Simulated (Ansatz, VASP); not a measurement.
**One calculation of SnO2, two programs**

```
Sn O
1.0
     0.00000    2.53347    2.53347
     2.53347    0.00000    2.53347
     2.53347    2.53347    0.00000
Sn O
1 2
Direct
  0.00000 0.00000 0.00000
  0.25000 0.25000 0.25000
  0.75000 0.75000 0.75000
```

Alike in both runs: task single point; functional r2SCAN; k mesh 8 × 8 × 8; no spin polarisation.

|  | VASP | Ansatz |
| --- | --- | --- |
| version | VASP 6.6.1 | Ansatz 0.2.0 |
| potentials or method | VASP PAW PBE potentials, release 64 (Sn_d, O) | plane waves, PAW |
| plane-wave cutoff (eV) | 520 | 500 |
| occupations | gaussian, width 0.01 eV | fixed |
| valence electrons in the cell | 26 | 26 |

Ansatz gave:

```
gap on the k mesh at the Fermi level (eV) : 0.84
pressure (GPa)                            : 0.0
```

Question: What did VASP give for the same quantities?

Answer: gap on the k mesh at the Fermi level (eV): 0.86; pressure (GPa): 1.4.

VASP's potentials were made for PBE, not for r2SCAN.
